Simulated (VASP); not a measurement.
Mg, 1 atom in the cell. Symmetry: Fm-3m, No. 225, cubic system. The conventional cell has a = 4.523 Å, b = 4.523 Å, c = 4.523 Å, α = 90.00°, β = 90.00°, γ = 90.00°. Mg (site symmetry m-3m) has 12 Mg at 3.20 Å within 4.2 Å. This isn't the form of Mg at room conditions, which is hcp.

| Property | Result |
| --- | --- |
| Program | VASP 6.6.1 |
| Task | single point |
| Functional | PBE |
| Potentials or basis | VASP PAW PBE potentials, release 64 (Mg) |
| Cutoff | 600 eV |
| k mesh | 15 × 15 × 15 |
| Occupations | fermi-dirac, width 0.1 eV |
| Spin | no spin polarisation |
| Dipole correction | no |
| Further INCAR settings | ALGO = Normal; EDIFF = 1e-06; NBANDS = 7 |

Potentials or basis: VASP PAW PBE potentials, release 64 (Mg).

Launch:

```sh
$ cat potpaw_PBE.64/Mg/POTCAR > POTCAR
$ mpirun -np 1 vasp_std > vasp.out
```

Hardware: 1 thread of Intel Xeon 8259CL (shared host).

Question: How long does it take, and how much memory?

Answer: Wall time 34 s on 1 thread of Intel Xeon 8259CL (shared host), peak memory 0.17 GiB. Counts: scf iterations 9, k points 120.
